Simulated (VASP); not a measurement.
Runs of VASP 6.6.1 on Al3Cu. The structure is that of space group P4/mmm (No. 123), or close to it. The cells are those of the table. 

| cell | further INCAR settings | gap on the mesh (eV) | pressure (GPa) |
| --- | --- | --- | --- |
| a = 3.341, b = 4.189, c = 4.035 Å, 4 atoms | ALGO = Fast; EDIFF = 1e-06; NBANDS = 18 | none | 2.8 |
| a = 3.707, b = 4.272, c = 3.585 Å, 4 atoms | ALGO = Fast; EDIFF = 1e-06; NBANDS = 18 | none | 2.9 |
| a = 3.296, b = 4.144, c = 4.125 Å, 4 atoms | ALGO = Fast; EDIFF = 1e-06; NBANDS = 18 | none | 2.9 |
| a = 3.521, b = 4.369, c = 3.675 Å, 4 atoms | ALGO = Fast; EDIFF = 1e-06; NBANDS = 18 | none | 4.5 |
| a = 3.437, b = 4.003, c = 4.125 Å, 4 atoms | ALGO = Fast; EDIFF = 1e-07; NBANDS = 18 | none | (a) |

Alike in all rows: task single point; level LDA; potentials or basis VASP PAW LDA potentials, release 64 (Al, Cu); no spin polarisation; k mesh 10 × 10 × 10; cutoff (eV) 520; smearing gaussian 0.15 eV.

Estimate the missing entries.

(a) 2.1.

Caveats: the cell stands under pressure (at least some runs).

A gap of «none» marks levels without a gap at the run's occupations.
